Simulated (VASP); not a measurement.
Runs of VASP 6.6.1 on CaTi3. The structure is that of space group Fm-3m (No. 225), or close to it. The cells are those of the table. The cell was generated, and may not be a known phase.

| task | spin | cell | gap on the mesh (eV) | pressure (GPa) |
| --- | --- | --- | --- | --- |
| relaxation of cell and atoms | off | relaxed from a = 5.015 Å, angles 60.0°, 4 atoms | none | 0.0 |
| single point | collinear | a = 4.887 Å, angles 60.0°, 4 atoms | none | 1.9 |
| single point | off | a = 5.015 Å, angles 60.0°, 4 atoms | none | -4.6 |
| single point | off | a = 4.887 Å, angles 60.0°, 4 atoms | none | (a) |

Alike in all rows: level PBE; potentials or basis VASP PAW PBE potentials, release 64 (Ca_sv, Ti_sv); k mesh 4 × 4 × 4; cutoff (eV) 500; smearing gaussian 0.1 eV.

**Question.** Fill in the values left out.

**Answer.** (a) -0.3.

Caveats: all runs use coarse meshes.

A gap of «none» marks levels without a gap at the run's occupations.
